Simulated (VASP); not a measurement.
# Re (P6_3/mmc) in VASP: further runs

Runs on Re. Level: r2SCAN. Tasks: single point.

Program: VASP 6.6.1. These are calculated values, not measurements. Logs are shortened: lines on timing, memory, paths and dates and some standing lists are left out, and cuts for length are marked.

## Step 1: The cell of the first run

Symmetry: P6_3/mmc, No. 194, hexagonal system. The conventional cell has a = 2.760 Å, b = 2.760 Å, c = 4.457 Å, α = 90.00°, β = 90.00°, γ = 120.00°. Within 3.6 Å of Re (site symmetry -6m2) lie 12 Re at 2.74 to 2.76 Å.

## Step 2: Single point, r2SCAN

POSCAR

```
Re
1.0
    2.7598270443      0.0000000000      0.0000000000
   -1.3799135221      2.3900803304      0.0000000000
    0.0000000000      0.0000000000      4.4572270891
Re
2
Direct
    0.3333333333      0.6666666667      0.2500000000
    0.6666666667      0.3333333333      0.7500000000
```

INCAR.step1

```
ALGO = Normal
EDIFF = 1E-4
ENCUT = 520
GGA = PE
ISMEAR = -1
LASPH = True
LCHARG = False
LREAL = False
LWAVE = True
NBANDS = 14
NELM = 60
PREC = Accurate
SIGMA = 0.1
```

INCAR.step2

```
ALGO = Normal
EDIFF = 1E-7
ENCUT = 520
ISIF = 2
ISMEAR = -1
ISTART = 1
LASPH = True
LCHARG = False
LMIXTAU = True
LREAL = False
LWAVE = False
METAGGA = R2SCAN
NBANDS = 14
NELM = 60
PREC = Accurate
SIGMA = 0.1
```

KPOINTS

```
k-points
0
Gamma
  2 2 1
```

Potentials or basis: VASP PAW PBE potentials, release 64 (Re).

Started as:

```sh
$ cat potpaw_PBE.64/Re/POTCAR > POTCAR
$ cp INCAR.step1 INCAR
$ mpirun -np 1 vasp_std > vasp.out
$ cp INCAR.step2 INCAR
$ mpirun -np 1 vasp_std > vasp.out
```

OUTCAR:

```text
EDIFF = 1E-7
   ENCUT = 520
   ISIF = 2
   ISMEAR = -1
   ISTART = 1
   LASPH = True
   LREAL = False
   METAGGA = R2SCAN
   NELM = 60
   PREC = Accurate

 ion  position               nearest neighbor table
   1  0.333  0.667  0.250-   2 2.74   2 2.74   2 2.74   2 2.74   2 2.74   2 2.74
   2  0.667  0.333  0.750-   1 2.74   1 2.74   1 2.74   1 2.74   1 2.74   1 2.74

  LATTYP: Found a hexagonal cell.
 ALAT       =     2.7598270443
 C/A-ratio  =     1.6150385577

  Lattice vectors:

 A1 = (   2.7598270443,   0.0000000000,   0.0000000000)
 A2 = (  -1.3799135221,   2.3900803304,   0.0000000000)
 A3 = (   0.0000000000,   0.0000000000,   4.4572270891)

Analysis of symmetry for initial positions (statically):
=====================================================================
 Subroutine PRICEL returns:
 Original cell was already a primitive cell.

 Routine SETGRP: Setting up the symmetry group for a
 hexagonal supercell.

 Subroutine GETGRP returns: Found 24 space group operations
 (whereof 12 operations were pure point group operations)
 out of a pool of 24 trial point group operations.

The static configuration has the point symmetry D_3d.
 The point group associated with its full space group is D_6h.

Analysis of symmetry for dynamics (positions and initial velocities):
=====================================================================
 Subroutine PRICEL returns:
 Original cell was already a primitive cell.

 Routine SETGRP: Setting up the symmetry group for a
 hexagonal supercell.

 Subroutine GETGRP returns: Found 24 space group operations
 (whereof 12 operations were pure point group operations)
 out of a pool of 24 trial point group operations.

The dynamic configuration has the point symmetry D_3d.
 The point group associated with its full space group is D_6h.

 Subroutine INISYM returns: Found 24 space group operations
 (whereof 12 operations are pure point group operations),
 and found     1 'primitive' translations

----------------------------------------------------------------------------------------

                                     Primitive cell

  volume of cell :      29.4008

  direct lattice vectors                    reciprocal lattice vectors
     2.759827044  0.000000000  0.000000000     0.362341547  0.209197990  0.000000000
    -1.379913522  2.390080330  0.000000000     0.000000000  0.418395979  0.000000000
     0.000000000  0.000000000  4.457227089     0.000000000  0.000000000  0.224354734

  length of vectors
     2.759827044  2.759827044  4.457227089     0.418395979  0.418395979  0.224354734

  position of ions in fractional coordinates (direct lattice)
     0.333333333  0.666666667  0.250000000
     0.666666667  0.333333333  0.750000000

  ion indices of the primitive-cell ions
   primitive index   ion index
                 1           1
                 2           2

----------------------------------------------------------------------------------------

 KPOINTS: k-points

Automatic generation of k-mesh.
 Grid dimensions read from file:
 generate k-points for:    2    2    1

 Generating k-lattice:

  Cartesian coordinates                     Fractional coordinates (reciprocal lattice)
     0.181170773  0.104598995  0.000000000     0.500000000  0.000000000  0.000000000
     0.000000000  0.209197990  0.000000000     0.000000000  0.500000000  0.000000000
     0.000000000  0.000000000  0.224354734     0.000000000  0.000000000  1.000000000

  Length of vectors
     0.209197990  0.209197990  0.224354734

  Shift w.r.t. Gamma in fractional coordinates (k-lattice)
     0.000000000  0.000000000  0.000000000

 Subroutine IBZKPT returns following result:
 ===========================================

 Found      2 irreducible k-points:

 Following reciprocal coordinates:
            Coordinates               Weight
  0.000000  0.000000  0.000000      1.000000
  0.500000 -0.000000  0.000000      3.000000
   k-points           NKPTS =      2   k-points in BZ     NKDIM =      2   number of bands    NBANDS=     14
   number of dos      NEDOS =    301   number of ions     NIONS =      2
   total plane-waves  NPLWV =  20736
   dimension x,y,z NGX =    24 NGY =   24 NGZ =   36
   dimension x,y,z NGXF=    48 NGYF=   48 NGZF=   72
   ions per type =               2
   NGX,Y,Z   is equivalent  to a cutoff of  14.46, 14.46, 13.43 a.u.
   NGXF,Y,Z  is equivalent  to a cutoff of  28.91, 28.91, 26.85 a.u.
 SYSTEM =  unknown system
   PREC   = accura    normal or accurate (medium, high low for compatibility)
   ISTART =      1    job   : 0-new  1-cont  2-samecut
   ICHARG =      0    charge: 1-file 2-atom 10-const
   ISPIN  =      1    spin polarized calculation?
   LNONCOLLINEAR =      F non collinear calculations
   LSORBIT =      F    spin-orbit coupling
   LASPH  =      T    aspherical Exc in radial PAW
   ENCUT  =  520.0 eV  38.22 Ry    6.18 a.u.   5.13  5.13  8.29*2*pi/ulx,y,z
   NELM   =     60;   NELMIN=  2; NELMDL=  0     # of ELM steps
   EDIFF  = 0.1E-06   stopping-criterion for ELM
   LREAL  =      F    real-space projection
   EDIFFG = 0.1E-05   stopping-criterion for IOM
   NSW    =      0    number of steps for IOM
   IBRION =     -1    ionic relax: 0-MD 1-quasi-New 2-CG
   NFREE  =      0    steps in history (QN), initial steepest desc. (CG)
   ISIF   =      2    stress and relaxation
   ISYM   =      2    0-nonsym 1-usesym 2-fastsym
   POTIM  = 0.5000    time-step for ionic-motion
   TEBEG  =    0.0;   TEEND  =   0.0 temperature during run
   PSTRESS=    0.0 pullay stress
   NELECT =      14.0000    total number of electrons
   NUPDOWN=      -1.0000    fix difference up-down
   EMIN   =  10.00;   EMAX   =-10.00  energy-range for DOS
   EFERMI =   0.00;   METHOD = LEGACY
   ISMEAR =    -1;   SIGMA  =   0.10  broadening in eV -4-tet -1-fermi 0-gaus
   EFERMI_NEDOS =   21; number of points for ismear=-14 and -15
   IALGO  =     38    algorithm
   IMIX   =      4    mixing-type and parameters
     AMIX     =   0.40;   BMIX     =  1.00
     AMIX_MAG =   1.60;   BMIX_MAG =  1.00
  volume/ion in A,a.u.               =      14.70        99.20
  Fermi-wavevector in a.u.,A,eV,Ry     =   1.278393  2.415813 22.235856  1.634289
  Thomas-Fermi vector in A             =   2.410938
   LORBIT       =      0    0 simple, 1 ext, 2 COOP (PROOUT), +10 PAW based schemes
   METAGGA = R2SCAN    functional components
   LHFCALC =     F    Hartree Fock is set to
   AEXX    =    0.0000 exact exchange contribution
   IVDW    =     0    specifies the selected vdW correction
   LEPSILON=     F    determine dielectric tensor
   LRPA    =     F    only Hartree local field effects (RPA)
 non-spin polarized calculation
  energy-cutoff  :      520.00
  volume of cell :       29.40
 maximum number of plane-waves:       794
 NGX is ok and might be reduce to    24
   NGX = 11   NGY = 11   NGZ = 17

 number of electron      14.0000000 magnetization

 Free energy of the ion-electron system (eV)
  ---------------------------------------------------
  ext. energy  EPLUGINS =         0.00000000
  ---------------------------------------------------
  free energy    TOTEN  =      -105.20091522 eV

  energy without entropy =     -105.19155447  energy(sigma->0) =     -105.19623485

 E-fermi :   7.6613     XC(G=0): -14.9133

 val. band max:        7.1227246095   @ k =   0.5000  -0.0000   0.0000
 cond. band min:       8.1554703240   @ k =   0.0000   0.0000   0.0000
 fundamental gap:      1.0327457145
 Fermi energy:         7.6613475088

 k-point     1 :       0.0000    0.0000    0.0000
  band No.  band energies     occupation
      1      -2.6178      2.00000
      2       0.7514      2.00000
      3       6.0391      2.00000
      4       6.0391      2.00000
      5       6.1514      2.00000
      6       6.9162      1.99884
      7       6.9162      1.99884
      8       8.1555      0.01419
      9       8.1555      0.01419
     10       8.3937      0.00132
     11      11.4540      0.00000
     12      11.4540      0.00000
     13      18.3656      0.00000
     14      22.5570      0.00000

 k-point     2 :       0.5000   -0.0000    0.0000
  band No.  band energies     occupation
      1       1.4322      2.00000
      2       1.6191      2.00000
      3       2.3698      2.00000
      4       5.8922      2.00000
      5       5.9119      2.00000
      6       6.4350      1.99999
      7       7.1227      1.99088
      8      11.8902      0.00000
      9      12.4328      0.00000
     10      12.4976      0.00000
     11      14.1147      0.00000
     12      15.1014      0.00000
     13      18.4642      0.00000
     14      20.7498      0.00000

------------------------ aborting loop because EDIFF is reached ----------------------------------------

  FORCE on cell =-STRESS in cart. coord.  units (eV):
  Direction    XX          YY          ZZ          XY          YZ          ZX
  --------------------------------------------------------------------------------------
  -------------------------------------------------------------------------------------
  Total       -7.6286011     -7.6286011     11.7573830     -0.0000000      0.0000000     -0.0000000
  in kB     -415.7156417   -415.7156417    640.7109155     -0.0000000      0.0000000     -0.0000000
  external PRESSURE =     -63.5734560 kB  Pullay stress =       0.0000000 kB

 VOLUME and BASIS-vectors are now :
 -----------------------------------------------------------------------------
  energy-cutoff  :      520.00
  volume of cell :       29.40
      direct lattice vectors                 reciprocal lattice vectors
     2.759827044  0.000000000  0.000000000     0.362341547  0.209197990  0.000000000
    -1.379913522  2.390080330  0.000000000     0.000000000  0.418395979  0.000000000
     0.000000000  0.000000000  4.457227089     0.000000000  0.000000000  0.224354734

 POSITION                                       TOTAL-FORCE (eV/Angst)
 -----------------------------------------------------------------------------------
     -0.00000      1.59339      1.11431        -0.000000     -0.000000      0.000000
      1.37991      0.79669      3.34292         0.000000      0.000000      0.000000
 -----------------------------------------------------------------------------------
    total drift:                                0.000000     -0.000000     -0.000000

  FREE ENERGIE OF THE ION-ELECTRON SYSTEM (eV)
  ---------------------------------------------------
  free  energy   TOTEN  =      -105.2009152246 eV

  energy  without entropy=     -105.1915544678  energy(sigma->0) =     -105.19623485
```

It took 22 s on 1 thread of Intel Xeon Platinum 8259CL at 2.50GHz (Skylake/Cascade Lake), shared host; peak memory 0.15 GiB.

The run converged, but its numbers aren't listed here, since they failed a check.

Caveat: the k points lie up to 1.41 Å⁻¹ apart; the mesh shows a gap though the element is a metal; the PAW data sets were made with another functional, which shifts forces and pressure a little; spin-orbit coupling is left out, which moves the levels of the heavy elements.

## Step 3: Single point, r2SCAN

POSCAR is that of step 2.

INCAR.step1

```
PREC = Accurate
ENCUT = 520
ISMEAR = -1
SIGMA = 0.1
LREAL = F
LASPH = T
NELM = 80
NBANDS = 14
GGA = PE
ALGO = Normal
EDIFF = 1E-4
LWAVE = T
LCHARG = F
```

INCAR.step2

```
PREC = Accurate
ENCUT = 520
EDIFF = 1E-6
ISMEAR = -1
SIGMA = 0.1
LREAL = F
LASPH = T
NELM = 80
ALGO = Normal
ISIF = 2
LWAVE = F
LCHARG = F
METAGGA = R2SCAN
LMIXTAU = T
NBANDS = 14
ISTART = 1
```

KPOINTS

```
regular mesh
0
Gamma
  3 3 2
```

Potentials or basis: VASP PAW PBE potentials, release 64 (Re).

Started as:

```sh
$ cat potpaw_PBE.64/Re/POTCAR > POTCAR
$ cp INCAR.step1 INCAR
$ mpirun -np 1 vasp_std > vasp.out
$ cp INCAR.step2 INCAR
$ mpirun -np 1 vasp_std > vasp.out
```

Wall time 24 s (1 thread of Intel Xeon Platinum 8259CL at 2.50GHz (Skylake/Cascade Lake), shared host); peak memory 0.15 GiB.

Results (log left out):

```yaml
Free_energy: -104.1737 eV
Pressure: 9.9 GPa
Band_gap_on_the_k_mesh: zero (band 7 reaches 7.98 eV, above the bottom of band 8 at 5.94 eV)
```

Stress tensor (GPa, compression positive):
```
 7.87  0.00  0.00
 0.00  7.87  0.00
 0.00  0.00 14.02
```

Levels at points of the mesh, in eV from the Fermi level:
```tsv
k point	band 4	band 5	band 6	band 7	band 8	band 9	band 10	band 11
(0.00, 0.00, 0.00)	-1.80	-1.80	-0.94	-0.94	0.02	0.02	0.37	3.33
(0.00, 0.00, 0.50)	-2.71	-1.94	-1.94	-1.94	-1.94	2.47	2.47	2.47
```

Caveat: the k points lie up to 0.88 Å⁻¹ apart; the PAW data sets were made with another functional, which shifts forces and pressure a little; spin-orbit coupling is left out, which moves the levels of the heavy elements.

## Step 4: Single point, r2SCAN

POSCAR is that of step 3.

INCAR.step1

```
ALGO = Normal ; EDIFF = 1E-4
ENCUT = 520 ; GGA = PE
ISMEAR = -1 ; LASPH = T
LCHARG = F ; LREAL = F
LWAVE = T ; NBANDS = 14
NELM = 60 ; PREC = Accurate
SIGMA = 0.1
```

INCAR.step2

```
ALGO = Normal ; EDIFF = 1E-6
ENCUT = 520 ; ISIF = 2
ISMEAR = -1 ; ISTART = 1
LASPH = T ; LCHARG = T
LELF = T ; LMIXTAU = T
LREAL = F ; LVHAR = T
LWAVE = F ; METAGGA = R2SCAN
NBANDS = 14 ; NELM = 60
PREC = Accurate ; SIGMA = 0.1
```

KPOINTS

```
k-points
0
Gamma
  5 5 3
```

Started as:

```sh
$ cat potpaw_PBE.64/Re/POTCAR > POTCAR
$ cp INCAR.step1 INCAR
$ mpirun -np 1 vasp_std > vasp.out
$ cp INCAR.step2 INCAR
$ mpirun -np 1 vasp_std > vasp.out
```

Run time: 28 s. Hardware: 1 thread of Intel Xeon Platinum 8259CL at 2.50GHz (Skylake/Cascade Lake), shared host; peak memory 0.15 GiB.

Results (log left out):

| Item | Value |
| --- | --- |
| Free energy | -104.9600 eV |
| Pressure | -1.9 GPa |
| Band gap on the k mesh | zero (band 7 reaches 8.21 eV, above the bottom of band 8 at 6.32 eV) |

Stress tensor (GPa, compression positive):
```
 1.12  0.00  0.00
 0.00  1.12  0.00
 0.00  0.00 -7.99
```

Levels at points of the mesh, in eV from the Fermi level:
```tsv
k point	band 4	band 5	band 6	band 7	band 8	band 9	band 10	band 11
(0.00, 0.00, 0.00)	-1.65	-1.64	-0.78	-0.78	0.22	0.22	0.53	3.53
```

Caveat: the k points lie up to 0.53 Å⁻¹ apart; the PAW data sets were made with another functional, which shifts forces and pressure a little; spin-orbit coupling is left out, which moves the levels of the heavy elements.

## Step 5: Single point, r2SCAN

POSCAR is that of step 4.

INCAR.step1

```
SYSTEM = Re
PREC     = Accurate       ! precision mode
ENCUT    = 520            ! plane-wave cutoff, eV
ISMEAR   = -1             ! smearing method
SIGMA    = 0.1            ! smearing width, eV
LREAL    = .False.        ! projectors in reciprocal space
LASPH    = .True.         ! aspherical terms in the spheres
NELM     = 100            ! most SCF steps
NBANDS   = 14             ! bands
GGA      = PE             ! functional
ALGO     = Normal         ! electronic algorithm
EDIFF    = 1E-4           ! SCF threshold, eV
LWAVE    = .True.         ! write WAVECAR
LCHARG   = .False.        ! write CHGCAR
```

INCAR.step2

```
SYSTEM = Re
PREC     = Accurate       ! precision mode
ENCUT    = 520            ! plane-wave cutoff, eV
EDIFF    = 1E-6           ! SCF threshold, eV
ISMEAR   = -1             ! smearing method
SIGMA    = 0.1            ! smearing width, eV
LREAL    = .False.        ! projectors in reciprocal space
LASPH    = .True.         ! aspherical terms in the spheres
NELM     = 100            ! most SCF steps
ALGO     = Normal         ! electronic algorithm
ISIF     = 2              ! what is computed and relaxed
LWAVE    = .False.        ! write WAVECAR
LCHARG   = .False.        ! write CHGCAR
METAGGA  = R2SCAN         ! meta-GGA
LMIXTAU  = .True.       
NBANDS   = 14             ! bands
ISTART   = 1
```

KPOINTS

```
regular mesh
0
Gamma
  6 6 4
  0 0 0
```

Started as:

```sh
$ cat potpaw_PBE.64/Re/POTCAR > POTCAR
$ cp INCAR.step1 INCAR
$ mpirun -np 1 vasp_std > vasp.out
$ cp INCAR.step2 INCAR
$ mpirun -np 1 vasp_std > vasp.out
```

Run time: 38 s. Hardware: 1 thread of Intel Xeon Platinum 8259CL at 2.50GHz (Skylake/Cascade Lake), shared host; peak memory 0.16 GiB.

Results (log left out):

```
Free energy            : -104.9351 eV
Pressure               : 0.4 GPa
Band gap on the k mesh : zero (band 7 reaches 8.76 eV, above the bottom of band 8 at 5.94 eV)
```

Stress tensor (GPa, compression positive):
```
-0.23  0.00  0.00
 0.00 -0.23  0.00
 0.00  0.00  1.78
```

Levels at points of the mesh, in eV from the Fermi level:
```tsv
k point	band 3	band 4	band 5	band 6	band 7	band 8	band 9	band 10	band 11	band 12
(0.00, 0.00, 0.00)	-1.65	-1.62	-1.62	-0.75	-0.75	0.23	0.23	0.55	3.53	3.53
(0.50, 0.00, 0.00)	-5.49	-1.98	-1.87	-1.44	-0.63	4.13	4.55	4.68	6.28	7.37
(0.00, 0.00, 0.50)	-2.51	-2.51	-1.75	-1.75	-1.75	-1.75	2.68	2.68	2.68	2.68
(0.50, 0.00, 0.50)	-4.28	-4.28	0.44	0.44	0.91	0.91	4.45	4.45	4.96	4.96
```

Caveat: the k points lie up to 0.44 Å⁻¹ apart; the PAW data sets were made with another functional, which shifts forces and pressure a little; spin-orbit coupling is left out, which moves the levels of the heavy elements.

## Step 6: The runs side by side

| k mesh | gap on the mesh (eV) | pressure (GPa) |
| --- | --- | --- |
| 3 × 3 × 2 | none | 9.9 |
| 5 × 5 × 3 | none | -1.9 |
| 6 × 6 × 4 | none | 0.4 |

Alike in all rows: task single point; level r2SCAN; potentials or basis VASP PAW PBE potentials, release 64 (Re); no spin polarisation; cell as given; cutoff (eV) 520; smearing fermi-dirac 0.1 eV.

Caveats: all runs use coarse meshes; the PAW data sets were made with another functional, which shifts forces and pressure a little; spin-orbit coupling is left out, which moves the levels of the heavy elements.

Total energies depend on the potentials used, so only differences within one code and one set of settings carry meaning.
